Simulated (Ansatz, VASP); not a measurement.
NaH in VASP and in Ansatz

```xyz
8
Lattice="2.8273 0.0000 0.0000 -1.4137 2.4486 0.0000 0.0000 0.0000 10.8352" Properties=species:S:1:pos:R:3 pbc="T T T"
Na    1.4137    0.8162    9.5041
Na    0.0000    1.6324    1.3311
Na    0.0000    1.6324    4.0865
Na    1.4137    0.8162    6.7487
H     0.0000    0.0000    0.0000
H     0.0000    0.0000    5.4176
H     1.4137    0.8162    2.7088
H     0.0000    1.6324    8.1264
```

Alike in both runs: task relaxation of cell and atoms; functional PBE; k mesh 6 × 6 × 2; occupations gaussian, width 0.1 eV; no spin polarisation.

```csv
,VASP,Ansatz
version,VASP 6.6.1,Ansatz 0.2.0
potentials or method,"VASP PAW PBE potentials, release 64 (Na_pv, H), cutoff 500 eV","scalar-relativistic, plane waves, PAW"
valence electrons in the cell,32,40
```

```csv
,VASP,Ansatz,Ansatz less VASP
"gap on the k mesh at the Fermi level, each at its own relaxed structure (eV)",3.58,3.57,-0.012
relaxed volume (Å³/atom),13.91,14.18,+0.274
relaxed cell length with the largest relative difference (Å),3.352,3.377,+0.0252
```

VASP's potentials hold 32 valence electrons a cell and Ansatz's 40, so a difference there can come from the potentials and not from the codes.

The k mesh is coarse, so the values compare programs but aren't converged. Noted on VASP's run: the volume moved by over 15 % at a fixed basis, so the end points are rough.
